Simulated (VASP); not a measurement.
MoRu2, 6 atoms in the cell. It takes space group P-62m (No. 189, hexagonal). The conventional cell has a = 4.781 Å, b = 4.781 Å, c = 4.374 Å, α = 90.00°, β = 90.00°, γ = 120.00°. Mo (site symmetry -6) has 9 Ru at 2.71 to 2.76 Å and 3 Mo at 2.76 Å within 3.6 Å. Ru (site symmetry -62m) has 6 Ru at 2.70 Å and 6 Mo at 2.76 Å within 3.6 Å. Ru (site symmetry m2m) has 8 Ru at 2.70 to 2.77 Å and 4 Mo at 2.71 Å within 3.6 Å. 

* Program: VASP 6.6.1
* Task: single point
* Functional: PBEsol
* Potentials or basis: VASP PAW PBE potentials, release 64 (Mo_sv, Ru_pv)
* Cutoff: 400 eV
* k mesh: 12 × 12 × 8
* Occupations: gaussian, width 0.1 eV
* Spin: no spin polarisation
* Dipole correction: no
* k mesh for the DOS: 18 × 18 × 12
* Occupations for the DOS: tetrahedron
* Further INCAR settings: ALGO = Normal; EDIFF = 1e-06

Potentials or basis: VASP PAW PBE potentials, release 64 (Mo_sv, Ru_pv).

Command:

```sh
$ cat potpaw_PBE.64/Mo_sv/POTCAR potpaw_PBE.64/Ru_pv/POTCAR > POTCAR
$ cp INCAR.step1 INCAR
$ cp KPOINTS.step1 KPOINTS
$ mpirun -np 1 vasp_std > vasp.out
$ cp INCAR.step2 INCAR
$ cp KPOINTS.step2 KPOINTS
$ mpirun -np 1 vasp_std > vasp.out
```

Hardware: 1 thread of Intel(R) Xeon(R) 6975P-C (Granite Rapids), on a shared host.

Task: Estimate the wall time of this run.

Result: Wall time 4.9 min on 1 thread of Intel(R) Xeon(R) 6975P-C (Granite Rapids), with other jobs on the host, peak memory 0.62 GiB. Counts: k points 259.
